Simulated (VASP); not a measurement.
# YV (Pm-3m) in VASP: a series of runs, part 2 of 2

VASP 6.6.1.

**3. Single point, PBE**

This run uses another cell than the first one, of 23.61 Å³/atom.

INCAR reads:

```
  ALGO = Normal
  EDIFF = 1E-6
  ENCUT = 520
  GGA = PE
  ISIF = 2
  ISMEAR = 0
  LASPH = T
  LCHARG = F
  LREAL = F
  LWAVE = F
  NBANDS = 19
  NELM = 100
  PREC = Accurate
  SIGMA = 0.1
```

KPOINTS reads:

```
k-points
0
Gamma
  12 12 12
```

POSCAR reads:

```
YV
1.0
    3.6142622652      0.0000000000      0.0000000000
    0.0000000000      3.6142622652      0.0000000000
    0.0000000000      0.0000000000      3.6142622652
V Y
1 1
Direct
    0.0000000000      0.0000000000      0.0000000000
    0.5000000000      0.5000000000      0.5000000000
```

Potentials or basis: VASP PAW PBE potentials, release 64 (V_sv, Y_sv).

On the command line:

```
$ cat potpaw_PBE.64/V_sv/POTCAR potpaw_PBE.64/Y_sv/POTCAR > POTCAR
$ mpirun -np 1 vasp_std > vasp.out
```

OUTCAR:

```text
EDIFF = 1E-6
   ENCUT = 520
   GGA = PE
   ISIF = 2
   ISMEAR = 0
   LASPH = T
   LREAL = F
   NELM = 100
   PREC = Accurate

 ion  position               nearest neighbor table
   1  0.000  0.000  0.000-   2 3.13   2 3.13   2 3.13   2 3.13   2 3.13   2 3.13   2 3.13   2 3.13

   2  0.500  0.500  0.500-   1 3.13   1 3.13   1 3.13   1 3.13   1 3.13   1 3.13   1 3.13   1 3.13

  LATTYP: Found a simple cubic cell.
 ALAT       =     3.6142622652

  Lattice vectors:

 A1 = (   3.6142622652,   0.0000000000,   0.0000000000)
 A2 = (   0.0000000000,   3.6142622652,   0.0000000000)
 A3 = (   0.0000000000,   0.0000000000,   3.6142622652)

Analysis of symmetry for initial positions (statically):
=====================================================================
 Subroutine PRICEL returns:
 Original cell was already a primitive cell.

 Routine SETGRP: Setting up the symmetry group for a
 simple cubic supercell.

 Subroutine GETGRP returns: Found 48 space group operations
 (whereof 48 operations were pure point group operations)
 out of a pool of 48 trial point group operations.

The static configuration has the point symmetry O_h .

Analysis of symmetry for dynamics (positions and initial velocities):
=====================================================================
 Subroutine PRICEL returns:
 Original cell was already a primitive cell.

 Routine SETGRP: Setting up the symmetry group for a
 simple cubic supercell.

 Subroutine GETGRP returns: Found 48 space group operations
 (whereof 48 operations were pure point group operations)
 out of a pool of 48 trial point group operations.

The dynamic configuration has the point symmetry O_h .

 Subroutine INISYM returns: Found 48 space group operations
 (whereof 48 operations are pure point group operations),
 and found     1 'primitive' translations

----------------------------------------------------------------------------------------

[... 110 lines left out ...]
   IMIX   =      4    mixing-type and parameters
     AMIX     =   0.40;   BMIX     =  1.00
     AMIX_MAG =   1.60;   BMIX_MAG =  1.00
  volume/ion in A,a.u.               =      23.61       159.30
  Fermi-wavevector in a.u.,A,eV,Ry     =   1.306549  2.469019 23.226088  1.707069
  Thomas-Fermi vector in A             =   2.437343
   LORBIT       =      0    0 simple, 1 ext, 2 COOP (PROOUT), +10 PAW based schemes
   GGA     = PE    functional components
   LHFCALC =     F    Hartree Fock is set to
   AEXX    =    0.0000 exact exchange contribution
   IVDW    =     0    specifies the selected vdW correction
   LEPSILON=     F    determine dielectric tensor
   LRPA    =     F    only Hartree local field effects (RPA)
 non-spin polarized calculation
 Gauss-broadening in eV      SIGMA  =   0.10
  energy-cutoff  :      520.00
  volume of cell :       47.21
 maximum number of plane-waves:      1328
 NGX is ok and might be reduce to    28
   NGX = 13   NGY = 13   NGZ = 13

 number of electron      23.9999999 magnetization

 Free energy of the ion-electron system (eV)
  ---------------------------------------------------
  ext. energy  EPLUGINS =         0.00000000
  ---------------------------------------------------
  free energy    TOTEN  =       -13.97452618 eV

  energy without entropy =      -13.94079783  energy(sigma->0) =      -13.95766200

 E-fermi :   4.6228     XC(G=0): -10.4674

 val. band max:        4.6091775018   @ k =   0.2500   0.2500   0.1667
 cond. band min:       4.6234002021   @ k =   0.3333   0.2500   0.0000
 fundamental gap:      0.0142227003
 Fermi energy:         4.6228358647

 k-point     1 :       0.0000    0.0000    0.0000
  band No.  band energies     occupation
      1     -59.4738      2.00000
      2     -37.1927      2.00000
      3     -33.3076      2.00000
      4     -33.3076      2.00000
      5     -33.3076      2.00000
      6     -17.0885      2.00000
[... 505 lines left out ...]
      6     -17.3460      2.00000
[... 11 lines left out ...]
     18       8.8432      0.00000
     19       9.5743      0.00000

 [... further k-points ...]

------------------------ aborting loop because EDIFF is reached ----------------------------------------

  FORCE on cell =-STRESS in cart. coord.  units (eV):
  Direction    XX          YY          ZZ          XY          YZ          ZX
  --------------------------------------------------------------------------------------
  -------------------------------------------------------------------------------------
  Total       -1.5672917     -1.5672917     -1.5672917      0.0000000      0.0000000      0.0000000
  in kB      -53.1865020    -53.1865020    -53.1865020      0.0000000      0.0000000      0.0000000
  external PRESSURE =     -53.1865020 kB  Pullay stress =       0.0000000 kB

 VOLUME and BASIS-vectors are now :
 -----------------------------------------------------------------------------
  energy-cutoff  :      520.00
  volume of cell :       47.21
      direct lattice vectors                 reciprocal lattice vectors
     3.614262265  0.000000000  0.000000000     0.276681637  0.000000000  0.000000000
     0.000000000  3.614262265  0.000000000     0.000000000  0.276681637  0.000000000
     0.000000000  0.000000000  3.614262265     0.000000000  0.000000000  0.276681637

 POSITION                                       TOTAL-FORCE (eV/Angst)
 -----------------------------------------------------------------------------------
      0.00000      0.00000      0.00000         0.000000      0.000000      0.000000
      1.80713      1.80713      1.80713         0.000000      0.000000      0.000000
 -----------------------------------------------------------------------------------
    total drift:                               -0.000000      0.000000      0.000000

  FREE ENERGIE OF THE ION-ELECTRON SYSTEM (eV)
  ---------------------------------------------------
  free  energy   TOTEN  =       -13.9745261770 eV

  energy  without entropy=      -13.9407978312  energy(sigma->0) =      -13.95766200
```

OSZICAR:

```text
N       E                     dE             d eps       ncg     rms          rms(c)
DAV:   1     0.181624388509E+03    0.18162E+03   -0.12586E+04  3192   0.129E+03
DAV:   2    -0.692479559728E+01   -0.18855E+03   -0.18580E+03  3303   0.370E+02
DAV:   3    -0.158653481987E+02   -0.89406E+01   -0.87741E+01  5787   0.647E+01
DAV:   4    -0.161181980460E+02   -0.25285E+00   -0.25211E+00  3793   0.717E+00
DAV:   5    -0.161228308057E+02   -0.46328E-02   -0.46318E-02  4297   0.845E-01    0.415E+01
DAV:   6    -0.192304227858E+02   -0.31076E+01   -0.70219E+01  3443   0.395E+01    0.216E+01
DAV:   7    -0.148560144726E+02    0.43744E+01   -0.77654E+01  3656   0.388E+01    0.198E+01
DAV:   8    -0.139762577036E+02    0.87976E+00   -0.43436E+00  3592   0.114E+01    0.506E+00
DAV:   9    -0.139760200406E+02    0.23766E-03   -0.75994E-02  4465   0.146E+00    0.348E+00
DAV:  10    -0.139774304261E+02   -0.14104E-02   -0.63895E-03  3638   0.475E-01    0.253E+00
DAV:  11    -0.139745599432E+02    0.28705E-02   -0.20827E-02  3510   0.115E+00    0.348E-01
DAV:  12    -0.139746177347E+02   -0.57791E-04   -0.11450E-03  4027   0.139E-01    0.168E-01
DAV:  13    -0.139745395514E+02    0.78183E-04   -0.32368E-04  3447   0.133E-01    0.821E-02
DAV:  14    -0.139745261581E+02    0.13393E-04   -0.10948E-04  4134   0.546E-02    0.224E-02
DAV:  15    -0.139745261770E+02   -0.18840E-07   -0.14750E-06  2649   0.878E-03
   1 F= -.13974526E+02 E0= -.13957662E+02  d E =-.337283E-01
```

Run time: 2.1 min. Hardware: 1 thread of Intel Xeon 8259CL, shared host; peak memory 0.23 GiB.

Results:

* Free energy: -13.9745 eV
* Pressure: -5.3 GPa
* Band gap on the k mesh: zero (bands 12 and 13 overlap by 0.85 eV)

Levels at points of the mesh, in eV from the Fermi level:
```
           k point  band 10  band 11  band 12  band 13  band 14  band 15
(0.00, 0.00, 0.00)    -1.66    -1.66     0.54     0.54     0.54     2.74
(0.50, 0.00, 0.00)    -2.08    -0.39     0.43     0.43     0.87     0.99
(0.50, 0.50, 0.00)    -1.78    -0.35    -0.35     1.23     1.23     1.34
(0.50, 0.50, 0.50)    -0.59    -0.59    -0.31    -0.31    -0.31     1.37
```

Caveat: the cell stands under tension.

**4. Single point, PBE, collinear spin, zero start**

This run uses another cell than the first one, of 23.61 Å³/atom.

INCAR reads:

```
ALGO     = Normal         # electronic algorithm
EDIFF    = 1E-6           # SCF threshold, eV
ENCUT    = 520            # plane-wave cutoff, eV
GGA      = PE             # functional
ISIF     = 2              # what is computed and relaxed
ISMEAR   = 0              # smearing method
ISPIN    = 2              # spin polarisation
LASPH    = T              # aspherical terms in the spheres
LCHARG   = T              # write CHGCAR
LELF     = T              # ELF
LMAXMIX  = 4              # l up to which the mixer works
LORBIT   = 11             # projections on sites
LREAL    = F              # projectors in reciprocal space
LVHAR    = T            
LWAVE    = F              # write WAVECAR
MAGMOM   = 0 0            # initial moments
NBANDS   = 23             # bands
NELM     = 150            # most SCF steps
NUPDOWN  = 0.0            # fixed moment
PREC     = Accurate       # precision mode
SIGMA    = 0.1            # smearing width, eV
```

KPOINTS is that of step 3.

POSCAR is that of step 3.

On the command line:

```
$ cat potpaw_PBE.64/V_sv/POTCAR potpaw_PBE.64/Y_sv/POTCAR > POTCAR
$ mpirun -np 1 vasp_std > vasp.out
```

It took 4.4 min on 1 thread of Intel Xeon 8259CL, shared host; peak memory 0.3 GiB.

The run converged. Its results:

```yaml
Free_energy: -13.9745 eV
Pressure: -5.4 GPa
Net_moment: 0.00 μB per cell
Valence_electrons_inside_the_program's_atomic_spheres: V 11.32; Y 9.64
```

Caveat: the cell stands under tension; the total moment is fixed, so each spin has its own Fermi level.

**5. The runs side by side**

| spin | fixed moment (μB) | cell | k mesh | gap on the mesh (eV) | pressure (GPa) | moment (μB) |
| --- | --- | --- | --- | --- | --- | --- |
| collinear, ferromagnetic start | - | a = 3.604 Å, 2 atoms | 6 × 6 × 6 | none | 0.1 | 3.45 |
| off | - | a = 3.614 Å, 2 atoms | 12 × 12 × 12 | none | -5.3 | - |
| collinear, zero start | 0.0 | a = 3.614 Å, 2 atoms | 12 × 12 × 12 | - | -5.4 | 0.00 |

Alike in all rows: task single point; level PBE; potentials or basis VASP PAW PBE potentials, release 64 (V_sv, Y_sv); cutoff (eV) 520; smearing gaussian 0.1 eV.

Caveats: the cell stands under tension (at least some runs); the total moment is fixed, so each spin has its own Fermi level (at least some runs).

Absolute energies hang on the potentials; compare differences alone.
